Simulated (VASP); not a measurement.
A run of VASP 6.6.1 is set up as follows.

File INCAR:

```
PREC     = Accurate       # precision mode
ENCUT    = 750            # plane-wave cutoff, eV
EDIFF    = 1E-6           # SCF threshold, eV
ISMEAR   = 1              # smearing method
SIGMA    = 0.01           # smearing width, eV
LREAL    = False          # projectors in reciprocal space
LASPH    = True           # aspherical terms in the spheres
NELM     = 120            # most SCF steps
ALGO     = Normal         # electronic algorithm
ISIF     = 2              # what is computed and relaxed
LWAVE    = False          # write WAVECAR
LCHARG   = True           # write CHGCAR
GGA      = PE             # functional
LELF     = True           # ELF
LVHAR    = True         
NBANDS   = 30             # bands
GGA_COMPAT= False
```

KPOINTS

```
regular mesh
0
Gamma
  2 2 2
```

POSCAR

```
LiH
1.0
    0.0000000000      4.0071000518     -4.0071000518
    4.0071000518      4.0071000518      0.0000000000
    4.0071000518      0.0000000000     -4.0071000518
Li H
8 8
Direct
    0.5000000000      0.5000000000      0.0000000000
    0.5000000000      0.0000000000      0.0000000000
    1.0000000000      0.5000000000      0.0000000000
    1.0000000000      0.0000000000      0.0000000000
    0.5000000000      0.5000000000      0.5000000000
    0.5000000000      0.0000000000      0.5000000000
    1.0000000000      0.5000000000      0.5000000000
    1.0000000000      0.0000000000      0.5000000000
    0.2500000000      0.7500000000      0.2500000000
    0.2500000000      0.2500000000      0.2500000000
    0.7500000000      0.7500000000      0.2500000000
    0.7500000000      0.2500000000      0.2500000000
    0.2500000000      0.7500000000      0.7500000000
    0.2500000000      0.2500000000      0.7500000000
    0.7500000000      0.7500000000      0.7500000000
    0.7500000000      0.2500000000      0.7500000000
```

Potentials or basis: VASP PAW PBE potentials, release 64 (Li_sv, H).

The run is started by

```console
$ cat potpaw_PBE.64/Li_sv/POTCAR potpaw_PBE.64/H/POTCAR > POTCAR
$ mpirun -np 1 vasp_std > vasp.out
```

Q: What does it give for the band gap on the k mesh?

A: 2.97 eV.

Q: Estimate the pressure.

A: 0.2 GPa.

Caveat: the k points lie up to 0.68 Å⁻¹ apart.
